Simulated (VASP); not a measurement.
A run of VASP 6.6.1:

INCAR

```
SYSTEM = Cl2O3
  PREC = Accurate
  ENCUT = 520
  EDIFF = 1E-6
  ISMEAR = -1
  SIGMA = 0.06122561905347299
  LREAL = .False.
  LASPH = .True.
  NELM = 60
  ALGO = Normal
  ISIF = 2
  LWAVE = .False.
  LCHARG = .False.
  GGA = PE
  NBANDS = 43
```

File KPOINTS:

```
Automatic mesh
0
Gamma
  11 11 11
  0 0 0
```

The input POSCAR:

```
Cl2O3
1.0
    5.0986766227      0.0000000000      0.0000000000
    0.0000000000      5.0986766227      0.0000000000
    0.0000000000      0.0000000000      5.0986766227
Cl O
4 6
Direct
    0.2500000000      0.2500000000      0.2500000000
    0.7500000000      0.7500000000      0.2500000000
    0.7500000000      0.2500000000      0.7500000000
    0.2500000000      0.7500000000      0.7500000000
    0.5000000000      0.0000000000      0.0000000000
    0.0000000000      0.5000000000      0.0000000000
    0.0000000000      0.0000000000      0.5000000000
    0.5000000000      0.5000000000      0.0000000000
    0.5000000000      0.0000000000      0.5000000000
    0.0000000000      0.5000000000      0.5000000000
```

Potentials or basis: VASP PAW PBE potentials, release 64 (Cl, O).

Run with:

```bash
$ cat potpaw_PBE.64/Cl/POTCAR potpaw_PBE.64/O/POTCAR > POTCAR
$ mpirun -np 1 vasp_std > vasp.out
```

Hardware: 1 thread of Intel(R) Xeon(R) Platinum 8488C (Sapphire Rapids), on a shared host.

Problem. Estimate the wall time of this run.

Solution. Wall time 3.5 min on 1 thread of Intel(R) Xeon(R) Platinum 8488C (Sapphire Rapids), on a shared host, peak memory 0.36 GiB. Counts: scf iterations 15, k points 56.
